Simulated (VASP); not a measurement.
# BaZrO3 (Pm-3m) in VASP: elastic constants with PBE

Aim: the elastic constants of BaZrO3 with PBE.

All numbers are computed with VASP 6.6.1; they aren't measurements. Logs are shortened: lines on timing, memory, paths and dates and some standing lists are left out, and cuts for length are marked.

## 1. The cell of the first run

Symmetry: Pm-3m, No. 221, cubic system. Conventional cell: a = 4.227 Å, b = 4.227 Å, c = 4.227 Å, α = 90.00°, β = 90.00°, γ = 90.00°. Within 3.9 Å of Ba (site symmetry m-3m) lie 12 O at 2.99 Å and 8 Zr at 3.66 Å. Zr (site symmetry m-3m) has 6 O at 2.11 Å within 2.8 Å. Within 2.8 Å of O (site symmetry 4/mmm) lie 2 Zr at 2.11 Å.

## 2. Elastic constants, PBE

Input file INCAR:

```
SYSTEM = BaZrO3
PREC = Accurate
ENCUT = 600
EDIFF = 1E-8
ISMEAR = 0
SIGMA = 0.01
LREAL = .False.
LASPH = .True.
NELM = 100
ALGO = Normal
ISIF = 3
LWAVE = .False.
LCHARG = .False.
GGA = PE
IBRION = 6
NFREE = 2
POTIM = 0.015
NSW = 1
```

Input file KPOINTS:

```
regular mesh
0
Gamma
  5 5 5
  0 0 0
```

Input file POSCAR:

```
BaZrO3
1.0
    4.2271876532      0.0000000000      0.0000000000
    0.0000000000      4.2271876532      0.0000000000
    0.0000000000      0.0000000000      4.2271876532
Ba Zr O
1 1 3
Direct
    0.0000000000      0.0000000000      0.0000000000
    0.5000000000      0.5000000000      0.5000000000
    0.0000000000      0.5000000000      0.5000000000
    0.5000000000      0.0000000000      0.5000000000
    0.5000000000      0.5000000000      0.0000000000
```

Potentials or basis: VASP PAW PBE potentials, release 64 (Ba_sv, Zr_sv, O).

Command:

```console
$ cat potpaw_PBE.64/Ba_sv/POTCAR potpaw_PBE.64/Zr_sv/POTCAR potpaw_PBE.64/O/POTCAR > POTCAR
$ mpirun -np 1 vasp_std > vasp.out
```

OUTCAR:

```text
SYSTEM = BaZrO3
   PREC = Accurate
   ENCUT = 600
   EDIFF = 1E-8
   ISMEAR = 0
   LREAL = .False.
   LASPH = .True.
   NELM = 100
   ISIF = 3
   GGA = PE
   IBRION = 6
   NFREE = 2
   POTIM = 0.015
   NSW = 1

 ion  position               nearest neighbor table
   1  0.000  0.000  0.000-   3 2.99   4 2.99   5 2.99   3 2.99   4 2.99   3 2.99   5 2.99   3 2.99
                             4 2.99   5 2.99   4 2.99   5 2.99   2 3.66   2 3.66   2 3.66   2 3.66
   2  0.500  0.500  0.500-   3 2.11   4 2.11   5 2.11   5 2.11   4 2.11   3 2.11   1 3.66   1 3.66
                             1 3.66   1 3.66   1 3.66   1 3.66   1 3.66   1 3.66
   3  0.000  0.500  0.500-   2 2.11   2 2.11   1 2.99   1 2.99   1 2.99   1 2.99
   4  0.500  0.000  0.500-   2 2.11   2 2.11   1 2.99   1 2.99   1 2.99   1 2.99
   5  0.500  0.500  0.000-   2 2.11   2 2.11   1 2.99   1 2.99   1 2.99   1 2.99

  LATTYP: Found a simple cubic cell.
 ALAT       =     4.2271876532

  Lattice vectors:

 A1 = (   4.2271876532,   0.0000000000,   0.0000000000)
 A2 = (   0.0000000000,   4.2271876532,   0.0000000000)
 A3 = (   0.0000000000,   0.0000000000,   4.2271876532)

Analysis of symmetry for initial positions (statically):
=====================================================================
 Subroutine PRICEL returns:
 Original cell was already a primitive cell.

 Routine SETGRP: Setting up the symmetry group for a
 simple cubic supercell.

 Subroutine GETGRP returns: Found 48 space group operations
 (whereof 48 operations were pure point group operations)
 out of a pool of 48 trial point group operations.

The static configuration has the point symmetry O_h .

Analysis of symmetry for dynamics (positions and initial velocities):
=====================================================================
 Subroutine PRICEL returns:
 Original cell was already a primitive cell.

 Routine SETGRP: Setting up the symmetry group for a
 simple cubic supercell.

 Subroutine GETGRP returns: Found 48 space group operations
 (whereof 48 operations were pure point group operations)
 out of a pool of 48 trial point group operations.

The dynamic configuration has the point symmetry O_h .

 Subroutine INISYM returns: Found 48 space group operations
 (whereof 48 operations are pure point group operations),
 and found     1 'primitive' translations

----------------------------------------------------------------------------------------

                                     Primitive cell

  volume of cell :      75.5361

  direct lattice vectors                    reciprocal lattice vectors
     4.227187653  0.000000000  0.000000000     0.236563901  0.000000000  0.000000000
     0.000000000  4.227187653  0.000000000     0.000000000  0.236563901  0.000000000
     0.000000000  0.000000000  4.227187653     0.000000000  0.000000000  0.236563901

  length of vectors
     4.227187653  4.227187653  4.227187653     0.236563901  0.236563901  0.236563901

  position of ions in fractional coordinates (direct lattice)
     0.000000000  0.000000000  0.000000000
     0.500000000  0.500000000  0.500000000
     0.000000000  0.500000000  0.500000000
     0.500000000  0.000000000  0.500000000
     0.500000000  0.500000000  0.000000000

  ion indices of the primitive-cell ions
   primitive index   ion index
[... 112 lines left out ...]
  energy without entropy =      -41.72960057  energy(sigma->0) =      -41.72960057

------------------------ aborting loop because EDIFF is reached ----------------------------------------

  FORCE on cell =-STRESS in cart. coord.  units (eV):
  Direction    XX          YY          ZZ          XY          YZ          ZX
  --------------------------------------------------------------------------------------
  -------------------------------------------------------------------------------------
  Total        0.3751925      0.3751925      0.3751925     -0.0000000     -0.0000000      0.0000000
  in kB        7.9581129      7.9581129      7.9581129     -0.0000000     -0.0000000      0.0000000
  external PRESSURE =       7.9581129 kB  Pullay stress =       0.0000000 kB
[... 98 lines left out ...]
  FREE ENERGIE OF THE ION-ELECTRON SYSTEM (eV)
  ---------------------------------------------------
  free  energy   TOTEN  =       -41.7073625421 eV

  energy  without entropy=      -41.7073625421  energy(sigma->0) =      -41.70736254

[... ionic steps 4 to 18 ...]

--------------------------------------- Ionic step       19  -------------------------------------------

 number of electron      40.0000019 magnetization

------------------------ aborting loop because EDIFF is reached ----------------------------------------
[... 73 lines left out ...]
--------------------------------------- Ionic step       21  -------------------------------------------

 number of electron      40.0000019 magnetization

 Free energy of the ion-electron system (eV)
  ---------------------------------------------------
  ext. energy  EPLUGINS =         0.00000000
  ---------------------------------------------------
  free energy    TOTEN  =       -41.72928967 eV

  energy without entropy =      -41.72928967  energy(sigma->0) =      -41.72928967

 E-fermi :   3.6248     XC(G=0): -10.6425

 val. band max:        3.5074133059   @ k =   0.4000   0.4000   0.4000
 cond. band min:       6.7402174344   @ k =   0.0000   0.0000   0.0000
 fundamental gap:      3.2328041286
 Fermi energy:         3.6248460120

 k-point     1 :       0.0000    0.0000    0.0000
  band No.  band energies     occupation
      1     -43.5727      2.00000
      2     -21.7859      2.00000
      3     -21.6999      2.00000
      4     -21.6999      2.00000
      5     -21.6999      2.00000
      6     -12.7190      2.00000
[... 637 lines left out ...]
     23       9.0972      0.00000
     24      10.5995      0.00000

 [... further k-points ...]

------------------------ aborting loop because EDIFF is reached ----------------------------------------

  FORCE on cell =-STRESS in cart. coord.  units (eV):
  Direction    XX          YY          ZZ          XY          YZ          ZX
  --------------------------------------------------------------------------------------
  -------------------------------------------------------------------------------------
  Total        0.3728539      0.3758641      0.3753854      0.0000000      0.0000000      0.0000000
  in kB        7.9085110      7.9723590      7.9622060      0.0000000      0.0000000      0.0000000
  external PRESSURE =       7.9476920 kB  Pullay stress =       0.0000000 kB
[... 20 lines left out ...]
  FREE ENERGIE OF THE ION-ELECTRON SYSTEM (eV)
  ---------------------------------------------------
  free  energy   TOTEN  =       -41.7292896661 eV

  energy  without entropy=      -41.7292896661  energy(sigma->0) =      -41.72928967

 INTERNAL STRAIN TENSORS FROM STRAINED CELLS
 ============================================

 INTERNAL STRAIN TENSOR FOR ION    1 for displacements in x,y,z  (eV/Angst):
          X           Y           Z          XY          YZ          ZX
  --------------------------------------------------------------------------------
  x     0.00000     0.00000     0.00000     0.00000     0.00000    -0.00000
  y     0.00000     0.00000     0.00000     0.00000     0.00000     0.00000
  z     0.00000     0.00000     0.00000     0.00000     0.00000     0.00000

 INTERNAL STRAIN TENSORS FROM DISPLACED ATOMS
 ============================================

 INTERNAL STRAIN TENSOR FOR ION    1 for displacements in x,y,z  (eV/Angst):
          X           Y           Z          XY          YZ          ZX
  --------------------------------------------------------------------------------
  x     0.00000     0.00000     0.00000     0.00000     0.00000     0.00000
  y     0.00000     0.00000     0.00000     0.00000     0.00000     0.00000
  z     0.00000     0.00000     0.00000     0.00000     0.00000     0.00000

 INTERNAL STRAIN TENSOR FOR ION    5 for displacements in x,y,z  (eV/Angst):
          X           Y           Z          XY          YZ          ZX
  --------------------------------------------------------------------------------
  x     0.00000     0.00000     0.00000     0.00000     0.00000     0.00000
  y     0.00000     0.00000     0.00000     0.00000     0.00000     0.00000
  z     0.00000     0.00000     0.00000     0.00000     0.00000     0.00000

 Eigenvectors and eigenvalues of the dynamical matrix
 ----------------------------------------------------

   1 f  =   14.280901 THz    89.729547 2PiTHz  476.359579 cm-1    59.061034 meV
             X         Y         Z           dx          dy          dz
      0.000000  0.000000  0.000000     0.031247   -0.000272    0.000000
      2.113594  2.113594  2.113594     0.086092   -0.000749   -0.000000
      0.000000  2.113594  2.113594    -0.899901   -0.002622    0.000000
      2.113594  0.000000  2.113594     0.301425    0.007828    0.000000
      2.113594  2.113594  0.000000     0.301425   -0.002622    0.000000
[... 105 lines left out ...]
  15 f/i=    0.007448 THz     0.046797 2PiTHz    0.248437 cm-1     0.030802 meV
             X         Y         Z           dx          dy          dz
      0.000000  0.000000  0.000000    -0.011572    0.084559   -0.700930
      2.113594  2.113594  2.113594    -0.009405    0.068725   -0.569684
      0.000000  2.113594  2.113594    -0.003929    0.028663   -0.237594
      2.113594  0.000000  2.113594    -0.003923    0.028712   -0.237594
      2.113594  2.113594  0.000000    -0.003923    0.028663   -0.238005

--------------------------------------------------------------------------------------------------------

 ELASTIC MODULI CONTR FROM IONIC RELAXATION (kBar)
 Direction    XX          YY          ZZ          XY          YZ          ZX
 --------------------------------------------------------------------------------
 XX           0.0000      0.0000      0.0000      0.0000      0.0000      0.0000
 YY           0.0000      0.0000      0.0000      0.0000      0.0000      0.0000
 ZZ           0.0000      0.0000      0.0000      0.0000      0.0000      0.0000
 XY           0.0000      0.0000      0.0000      0.0000      0.0000      0.0000
 YZ           0.0000      0.0000      0.0000      0.0000      0.0000      0.0000
 ZX           0.0000      0.0000      0.0000      0.0000      0.0000      0.0000
 --------------------------------------------------------------------------------

 TOTAL ELASTIC MODULI (kBar)
 Direction    XX          YY          ZZ          XY          YZ          ZX
 --------------------------------------------------------------------------------
 XX        2966.3294    799.8172    799.8172      0.0000     -0.0000      0.0000
 YY         799.8172   2966.3294    799.8172     -0.0000      0.0000      0.0000
 ZZ         799.8172    799.8172   2966.3294      0.0000     -0.0000     -0.0000
 XY           0.0000     -0.0000      0.0000    856.8325      0.0000      0.0000
 YZ          -0.0000      0.0000     -0.0000      0.0000    856.8325      0.0000
 ZX           0.0000      0.0000     -0.0000      0.0000      0.0000    856.8325
 --------------------------------------------------------------------------------
```

It took 21 min on 1 thread of Intel Xeon 8259CL, shared host; peak memory 0.33 GiB.

What came out:

```yaml
Elastic_constants_C11_C12_C44: 297, 80, 86 GPa
Voigt_bulk_modulus: 152 GPa
Highest_phonon_frequency_at_Γ_LO-TO_splitting_left_out: 476 cm⁻¹
```

Phonon frequencies in cm⁻¹ (negative: imaginary):
```
              q point                                            frequencies
(0.000, 0.000, 0.000)  0 0 0 101 101 101 183 183 183 194 194 194 476 476 476
```

Elastic tensor in Voigt notation (GPa, in the Cartesian axes of the cell as first typed):
```
297  80  80   0   0   0
 80 297  80   0   0   0
 80  80 297   0   0   0
  0   0   0  86   0   0
  0   0   0   0  86   0
  0   0   0   0   0  86
```

Clamped-ion elastic tensor (GPa):
```
297  80  80   0   0   0
 80 297  80   0   0   0
 80  80 297   0   0   0
  0   0   0  86   0   0
  0   0   0   0  86   0
  0   0   0   0   0  86
```

Caveat: spin-orbit coupling is left out, which moves the levels of the heavy elements.
